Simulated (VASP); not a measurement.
# C (C2/m) in VASP: notebook

The runs below take C through single point, with PBEsol+D3(BJ).

All numbers are computed with VASP 6.6.1; they aren't measurements. Logs are shortened: lines on timing, memory, paths and dates and some standing lists are left out, and cuts for length are marked.

## (1) The cell of the first run

It takes space group C2/m (No. 12, monoclinic). Conventional cell: a = 4.258 Å, b = 2.458 Å, c = 3.577 Å, α = 90.00°, β = 113.38°, γ = 90.00°. C (site symmetry m) has 3 C at 1.40 to 1.46 Å within 1.9 Å.

## (2) Single point, PBEsol+D3(BJ) (mode 4 frozen in at +0.032 Å and mode 6 at +0.020 Å (largest displacements))

File INCAR:

```
ALGO = Normal
EDIFF = 1E-6
ENCUT = 520
GGA = PS
ISIF = 2
ISMEAR = 0
IVDW = 12
LASPH = True
LCHARG = True
LELF = True
LREAL = False
LVHAR = True
LWAVE = False
NBANDS = 11
NELM = 60
PREC = Accurate
SIGMA = 0.05
```

File KPOINTS:

```
k-points
0
Gamma
  15 15 15
```

File POSCAR:

```
C
1.0
    1.2291305633      0.7096388616      3.2835658809
   -1.2291305633      0.7096388616      3.2835658809
    0.0000000000     -1.4192777231      3.2835658809
C
2
Direct
    0.1744987928      0.1744987928      0.1604071181
    0.8255012072      0.8255012072      0.8395928819
```

Potentials or basis: VASP PAW PBE potentials, release 64 (C).

The run is started by

```console
cat potpaw_PBE.64/C/POTCAR > POTCAR
mpirun -np 1 vasp_std > vasp.out
```

OUTCAR:

```text
EDIFF = 1E-6
   ENCUT = 520
   GGA = PS
   ISIF = 2
   ISMEAR = 0
   IVDW = 12
   LASPH = True
   LREAL = False
   NELM = 60
   PREC = Accurate
 IVDW          = 12

 ion  position               nearest neighbor table
   1  0.174  0.174  0.160-   2 1.40   2 1.40   2 1.46
   2  0.826  0.826  0.840-   1 1.40   1 1.40   1 1.46

  LATTYP: Found a trigonal (rhomboedric) cell.
 ALAT       =     3.5771712497
 COS(alpha) =     0.7638725005

  Lattice vectors:

 A1 = (   1.2291305633,   0.7096388616,   3.2835658809)
 A2 = (  -1.2291305633,   0.7096388616,   3.2835658809)
 A3 = (   0.0000000000,  -1.4192777231,   3.2835658809)

Analysis of symmetry for initial positions (statically):
=====================================================================
 Subroutine PRICEL returns:
 Original cell was already a primitive cell.

 Routine SETGRP: Setting up the symmetry group for a
 trigonal (rhombohedral) supercell.

 Subroutine GETGRP returns: Found  4 space group operations
 (whereof  4 operations were pure point group operations)
 out of a pool of 12 trial point group operations.

The static configuration has the point symmetry C_2h.

Analysis of symmetry for dynamics (positions and initial velocities):
=====================================================================
 Subroutine PRICEL returns:
 Original cell was already a primitive cell.

 Routine SETGRP: Setting up the symmetry group for a
 trigonal (rhombohedral) supercell.

 Subroutine GETGRP returns: Found  4 space group operations
 (whereof  4 operations were pure point group operations)
 out of a pool of 12 trial point group operations.

The dynamic configuration has the point symmetry C_2h.

 Subroutine INISYM returns: Found  4 space group operations
 (whereof  4 operations are pure point group operations),
 and found     1 'primitive' translations

----------------------------------------------------------------------------------------

                                     Primitive cell

  volume of cell :      17.1843

  direct lattice vectors                    reciprocal lattice vectors
     1.229130563  0.709638862  3.283565881     0.406791609  0.234861245  0.101515653
    -1.229130563  0.709638862  3.283565881    -0.406791609  0.234861245  0.101515653
     0.000000000 -1.419277723  3.283565881     0.000000000 -0.469722490  0.101515653

  length of vectors
     3.577171250  3.577171250  3.577171250     0.480567004  0.480567004  0.480567004

  position of ions in fractional coordinates (direct lattice)
     0.174498793  0.174498793  0.160407118
     0.825501207  0.825501207  0.839592882

  ion indices of the primitive-cell ions
   primitive index   ion index
                 1           1
                 2           2

----------------------------------------------------------------------------------------

 KPOINTS: k-points

Automatic generation of k-mesh.
 Grid dimensions read from file:
 generate k-points for:   15   15   15

 Generating k-lattice:

  Cartesian coordinates                     Fractional coordinates (reciprocal lattice)
     0.027119441  0.015657416  0.006767710     0.066666667  0.000000000 -0.000000000
    -0.027119441  0.015657416  0.006767710     0.000000000  0.066666667 -0.000000000
     0.000000000 -0.031314833  0.006767710    -0.000000000 -0.000000000  0.066666667

  Length of vectors
     0.032037800  0.032037800  0.032037800

  Shift w.r.t. Gamma in fractional coordinates (k-lattice)
     0.000000000  0.000000000  0.000000000

 Subroutine IBZKPT returns following result:
 ===========================================

 Found    904 irreducible k-points:

 Following reciprocal coordinates:
            Coordinates               Weight
  0.000000  0.000000  0.000000      1.000000
  0.066667 -0.000000  0.000000      4.000000
  0.000000  0.000000  0.066667      2.000000
  0.133333 -0.000000  0.000000      4.000000
  0.000000  0.000000  0.133333      2.000000
  0.200000  0.000000  0.000000      4.000000
[... 16 lines left out ...]
  0.066667  0.000000  0.200000      4.000000
  0.266667  0.066667  0.000000      4.000000
 [... further k-points ...]
   k-points           NKPTS =    904   k-points in BZ     NKDIM =    904   number of bands    NBANDS=     11
   number of dos      NEDOS =    301   number of ions     NIONS =      2
   total plane-waves  NPLWV =  21952
   dimension x,y,z NGX =    28 NGY =   28 NGZ =   28
   dimension x,y,z NGXF=    56 NGYF=   56 NGZF=   56
   ions per type =               2
   NGX,Y,Z   is equivalent  to a cutoff of  13.01, 13.01, 13.01 a.u.
   NGXF,Y,Z  is equivalent  to a cutoff of  26.03, 26.03, 26.03 a.u.
 SYSTEM =  unknown system
   PREC   = accura    normal or accurate (medium, high low for compatibility)
   ISTART =      0    job   : 0-new  1-cont  2-samecut
   ICHARG =      2    charge: 1-file 2-atom 10-const
   ISPIN  =      1    spin polarized calculation?
   LNONCOLLINEAR =      F non collinear calculations
   LSORBIT =      F    spin-orbit coupling
   LASPH  =      T    aspherical Exc in radial PAW
   ENCUT  =  520.0 eV  38.22 Ry    6.18 a.u.   6.65  6.65  6.65*2*pi/ulx,y,z
   NELM   =     60;   NELMIN=  2; NELMDL= -5     # of ELM steps
   EDIFF  = 0.1E-05   stopping-criterion for ELM
   LREAL  =      F    real-space projection
   EDIFFG = 0.1E-04   stopping-criterion for IOM
   NSW    =      0    number of steps for IOM
   IBRION =     -1    ionic relax: 0-MD 1-quasi-New 2-CG
   NFREE  =      0    steps in history (QN), initial steepest desc. (CG)
   ISIF   =      2    stress and relaxation
   ISYM   =      2    0-nonsym 1-usesym 2-fastsym
   POTIM  = 0.5000    time-step for ionic-motion
   TEBEG  =    0.0;   TEEND  =   0.0 temperature during run
   PSTRESS=    0.0 pullay stress
   NELECT =       8.0000    total number of electrons
   NUPDOWN=      -1.0000    fix difference up-down
   EMIN   =  10.00;   EMAX   =-10.00  energy-range for DOS
   EFERMI =   0.00;   METHOD = LEGACY
   ISMEAR =     0;   SIGMA  =   0.05  broadening in eV -4-tet -1-fermi 0-gaus
   EFERMI_NEDOS =   21; number of points for ismear=-14 and -15
   IALGO  =     38    algorithm
   IMIX   =      4    mixing-type and parameters
     AMIX     =   0.40;   BMIX     =  1.00
     AMIX_MAG =   1.60;   BMIX_MAG =  1.00
  volume/ion in A,a.u.               =       8.59        57.98
  Fermi-wavevector in a.u.,A,eV,Ry     =   1.268803  2.397689 21.903472  1.609860
  Thomas-Fermi vector in A             =   2.401878
   LORBIT       =      0    0 simple, 1 ext, 2 COOP (PROOUT), +10 PAW based schemes
   GGA     = PS    functional components
   LHFCALC =     F    Hartree Fock is set to
   AEXX    =    0.0000 exact exchange contribution
   IVDW    =    12    specifies the selected vdW correction
   LEPSILON=     F    determine dielectric tensor
   LRPA    =     F    only Hartree local field effects (RPA)
 non-spin polarized calculation
 Gauss-broadening in eV      SIGMA  =   0.05
  energy-cutoff  :      520.00
  volume of cell :       17.18
 maximum number of plane-waves:       476
   NGX = 13   NGY = 13   NGZ = 13

 number of electron       8.0000000 magnetization

 Free energy of the ion-electron system (eV)
  ---------------------------------------------------
  ext. energy  EPLUGINS =         0.00000000
  ---------------------------------------------------
  free energy    TOTEN  =       -19.20564749 eV

  energy without entropy =      -19.20564721  energy(sigma->0) =      -19.20564735

 E-fermi :   4.8065     XC(G=0): -10.7207

 val. band max:        4.6895622446   @ k =   0.2000  -0.1333  -0.4667
 cond. band min:       4.9235110629   @ k =   0.2000  -0.1333  -0.4667
 fundamental gap:      0.2339488183
 Fermi energy:         4.8065378152

 k-point     1 :       0.0000    0.0000    0.0000
  band No.  band energies     occupation
      1     -14.8613      2.00000
      2      -1.6392      2.00000
      3       1.3213      2.00000
      4       2.5376      2.00000
      5       8.9468      0.00000
      6      12.4685      0.00000
      7      14.0546      0.00000
      8      16.4015      0.00000
      9      17.8044      0.00000
     10      27.4206      0.00000
     11      30.8515      0.00000

 k-point     2 :       0.0667   -0.0000    0.0000
  band No.  band energies     occupation
      1     -14.7533      2.00000
      2      -1.5317      2.00000
      3       0.9697      2.00000
      4       2.2413      2.00000
      5       9.0976      0.00000
      6      12.7774      0.00000
      7      14.2394      0.00000
      8      16.0121      0.00000
      9      18.0034      0.00000
     10      27.7624      0.00000
     11      29.8150      0.00000

 k-point     3 :       0.0000    0.0000    0.0667
  band No.  band energies     occupation
      1     -14.7524      2.00000
      2      -1.5346      2.00000
      3       1.1291      2.00000
      4       2.0591      2.00000
      5       9.0958      0.00000
      6      12.6178      0.00000
      7      14.4761      0.00000
      8      16.0431      0.00000
      9      17.9618      0.00000
     10      27.7421      0.00000
     11      29.5714      0.00000

 k-point     4 :       0.1333   -0.0000    0.0000
  band No.  band energies     occupation
      1     -14.4297      2.00000
      2      -1.2115      2.00000
      3      -0.0144      2.00000
      4       1.5320      2.00000
      5       9.5459      0.00000
      6      13.2256      0.00000
      7      14.9479      0.00000
      8      15.0501      0.00000
      9      18.6210      0.00000
     10      27.4377      0.00000
     11      28.8488      0.00000
[... 239 lines left out ...]
 k-point    22 :      -0.2000   -0.0000   -0.0667
  band No.  band energies     occupation
      1     -14.0952      2.00000
      2      -1.0386      2.00000
      3      -0.8674      2.00000
      4       0.9777      2.00000
      5      10.2117      0.00000
      6      13.9100      0.00000
      7      14.0087      0.00000
      8      15.2249      0.00000
      9      19.3952      0.00000
     10      25.7183      0.00000
     11      28.7651      0.00000

 k-point    23 :       0.0667    0.0000    0.2000
  band No.  band energies     occupation
      1     -14.0886      2.00000
      2      -1.0240      2.00000
      3      -0.2045      2.00000
      4       0.1850      2.00000
      5      10.2092      0.00000
      6      13.2234      0.00000
      7      14.1744      0.00000
      8      16.2092      0.00000
      9      19.2754      0.00000
     10      25.3608      0.00000
     11      28.6056      0.00000

 k-point    24 :       0.2667    0.0667    0.0000
  band No.  band energies     occupation
      1     -13.4462      2.00000
      2      -2.2440      2.00000
      3      -0.4042      2.00000
      4      -0.0744      2.00000
      5      11.0312      0.00000
      6      12.6579      0.00000
      7      13.5132      0.00000
      8      17.3192      0.00000
      9      20.5511      0.00000
     10      23.6182      0.00000
     11      27.8384      0.00000

 [... further k-points ...]

------------------------ aborting loop because EDIFF is reached ----------------------------------------

 Edisp (eV)   -0.22524

 E8    (eV) :    -0.1095

  FORCE on cell =-STRESS in cart. coord.  units (eV):
  Direction    XX          YY          ZZ          XY          YZ          ZX
  --------------------------------------------------------------------------------------
  -------------------------------------------------------------------------------------
  Total       0.70513    -0.27209    -0.05901     0.00000    -0.12946     0.00000
  in kB      65.74237   -25.36831    -5.50159     0.00000   -12.06976     0.00000
  external pressure =       11.62 kB  Pullay stress =        0.00 kB

 VOLUME and BASIS-vectors are now :
 -----------------------------------------------------------------------------
  energy-cutoff  :      520.00
  volume of cell :       17.18
      direct lattice vectors                 reciprocal lattice vectors
     1.229130563  0.709638862  3.283565881     0.406791609  0.234861245  0.101515653
    -1.229130563  0.709638862  3.283565881    -0.406791609  0.234861245  0.101515653
     0.000000000 -1.419277723  3.283565881     0.000000000 -0.469722490  0.101515653

 POSITION                                       TOTAL-FORCE (eV/Angst)
 -----------------------------------------------------------------------------------
      0.00000      0.02000      1.67266         0.000000     -2.086486     -1.034719
      0.00000     -0.02000      8.17803         0.000000      2.086486      1.034719
 -----------------------------------------------------------------------------------
    total drift:                               -0.000000      0.000000      0.000000

  FREE ENERGIE OF THE ION-ELECTRON SYSTEM (eV)
  ---------------------------------------------------
  free  energy   TOTEN  =       -19.4308923627 eV

  energy  without entropy=      -19.4308920818  energy(sigma->0) =      -19.43089222
```

It took 5.4 min on 1 thread of Intel Xeon Platinum 8259CL at 2.50GHz (Skylake/Cascade Lake), shared host; peak memory 0.27 GiB.

What came out:

```yaml
Free_energy: -19.4309 eV
Pressure: 1.2 GPa
Largest_force: 2.329 eV/Å
Band_gap_on_the_k_mesh: 0.23 eV, direct
Dispersion_energy_per_atom: -0.113 eV
```

Forces in eV/Å, atoms in the order of the input:
```
C    0.000 -2.086 -1.035
C    0.000  2.086  1.035
```

Caveat: the cell differs from its parent crystal (mode 4 frozen in at +0.032 Å and mode 6 at +0.020 Å (largest displacements)); the PAW data sets were made with another functional, which shifts forces and pressure a little. A k mesh can miss the band edges.

## (3) Single point, PBEsol+D3(BJ) (mode 4 frozen in at +0.095 Å and mode 6 at +0.020 Å (largest displacements))

File INCAR:

```
  PREC = Accurate
  ENCUT = 520
  EDIFF = 1E-7
  ISMEAR = 0
  SIGMA = 0.05
  LREAL = F
  LASPH = T
  NELM = 60
  ALGO = Normal
  ISIF = 2
  LWAVE = F
  LCHARG = F
  GGA = PS
  IVDW = 12
  NBANDS = 11
```

File KPOINTS:

```
regular mesh
0
Gamma
  15 15 15
```

File POSCAR:

```
C
1.0
    1.2291305633      0.7096388616      3.2835658809
   -1.2291305633      0.7096388616      3.2835658809
    0.0000000000     -1.4192777231      3.2835658809
C
2
Direct
    0.1809247336      0.1809247336      0.1668330589
    0.8190752664      0.8190752664      0.8331669411
```

Potentials or basis: VASP PAW PBE potentials, release 64 (C).

The run is started by

```console
cat potpaw_PBE.64/C/POTCAR > POTCAR
mpirun -np 1 vasp_std > vasp.out
```

Run time: 5 min. Hardware: 1 thread of Intel Xeon Platinum 8259CL at 2.50GHz (Skylake/Cascade Lake), shared host; peak memory 0.27 GiB.

It converged, with:

- Free energy: -19.1678 eV
- Pressure: -0.9 GPa
- Largest force: 3.682 eV/Å
- Band gap on the k mesh: 0.13 eV, direct
- Dispersion energy per atom: -0.113 eV

Forces on the atoms (eV/Å):
```
C    0.000 -1.945 -3.127
C    0.000  1.945  3.127
```

Stress tensor (GPa, compression positive):
```
 5.12  0.00  0.00
 0.00 -2.25 -3.43
 0.00 -3.43 -5.52
```

Levels at points of the mesh, in eV from the valence-band top:
```tsv
k point	band 1	band 2	band 3	band 4	band 5	band 6	band 7	band 8	band 9
(0.00, 0.00, 0.00)	-19.45	-6.18	-3.06	-1.88	3.58	7.83	9.38	12.29	13.02
```

Caveat: the cell differs from its parent crystal (mode 4 frozen in at +0.095 Å and mode 6 at +0.020 Å (largest displacements)); the PAW data sets were made with another functional, which shifts forces and pressure a little. A k mesh can miss the band edges.
